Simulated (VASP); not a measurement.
A run of VASP 6.6.1:

INCAR

```
SYSTEM = NbRe3Pd
PREC = Accurate
ENCUT = 630
EDIFF = 1E-7
ISMEAR = 0
SIGMA = 0.1
LREAL = .FALSE.
LASPH = .TRUE.
NELM = 120
ALGO = Normal
ISIF = 3
LWAVE = .FALSE.
LCHARG = .FALSE.
GGA = PE
IBRION = 2
NSW = 90
EDIFFG = -0.04
GGA_COMPAT = .FALSE.
NELMIN = 4
```

Contents of KPOINTS:

```
regular mesh
0
G
  4 4 4
  0 0 0
```

File POSCAR:

```
NbRe3Pd
1.0
    4.1089328624      0.0000000000      0.0000000000
    0.0000000000      4.1089328624      0.0000000000
    0.0000000000      0.0000000000      4.1089328624
Nb Re Pd
1 3 1
Direct
    0.0000000000      0.0000000000      0.0000000000
    0.0000000000      0.5000000000      0.5000000000
    0.5000000000      0.0000000000      0.5000000000
    0.5000000000      0.5000000000      0.0000000000
    0.5000000000      0.5000000000      0.5000000000
```

Potentials or basis: VASP PAW PBE potentials, release 64 (Nb_sv, Re_sv_GW, Pd_sv_GW).

Launch:

```bash
$ cat potpaw_PBE.64/Nb_sv/POTCAR potpaw_PBE.64/Re_sv_GW/POTCAR potpaw_PBE.64/Pd_sv_GW/POTCAR > POTCAR
$ mpirun -np 1 vasp_std > vasp.out
```

Hardware: 1 thread of Intel(R) Xeon(R) Platinum 8488C (Sapphire Rapids), on a shared host.

Question: How long does it take, and how much memory?

Answer: Wall time 20 min on 1 thread of Intel(R) Xeon(R) Platinum 8488C (Sapphire Rapids) (shared host), peak memory 0.25 GiB. Counts: scf iterations 282, k points 10, ion steps 8.
